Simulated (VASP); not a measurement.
A run of VASP 6.6.1 is set up as follows.

INCAR

```
SYSTEM = Co5F
ALGO = Normal
DIPOL = 0.5 0.5 0.496
EDIFF = 1E-6
ENCUT = 520
GGA = PS
GGA_COMPAT = .False.
IDIPOL = 3
ISIF = 2
ISMEAR = 0
ISPIN = 2
LASPH = .True.
LCHARG = .False.
LDIPOL = .True.
LMAXMIX = 4
LORBIT = 11
LREAL = .False.
LWAVE = .False.
MAGMOM = 1.94 1.87 1.83 1.86 1.92 1
NBANDS = 39
NELM = 200
NELMDL = -8
PREC = Accurate
SIGMA = 0.1
```

Contents of KPOINTS:

```
k-points
0
Gamma
  12 12 1
  0 0 0
```

Contents of POSCAR:

```
Co5F
1.0
    2.4564223074      0.0000000000      0.0000000000
   -1.2282111537      2.1273241206      0.0000000000
    0.0000000000      0.0000000000     26.9388272200
Co F
5 1
Direct
    0.6666666667      0.3333333333      0.3155296974
    0.3333333333      0.6666666667      0.3892042783
    0.6666666667      0.3333333333      0.4633147931
    0.3333333333      0.6666666667      0.5361285828
    0.6666666667      0.3333333333      0.6114097052
    0.0000000000      0.0000000000      0.6622246972
```

Potentials or basis: VASP PAW PBE potentials, release 64 (Co, F).

Run with:

```sh
$ cat potpaw_PBE.64/Co/POTCAR potpaw_PBE.64/F/POTCAR > POTCAR
$ mpirun -np 1 vasp_std > vasp.out
```

(1) What does it give for the net moment?

(2) Estimate the site moments.

Answers

(1) 8.60 μB per cell.

(2) Co +1.68, +1.60, +1.56, +1.55, +2.04; F +0.19 μB.
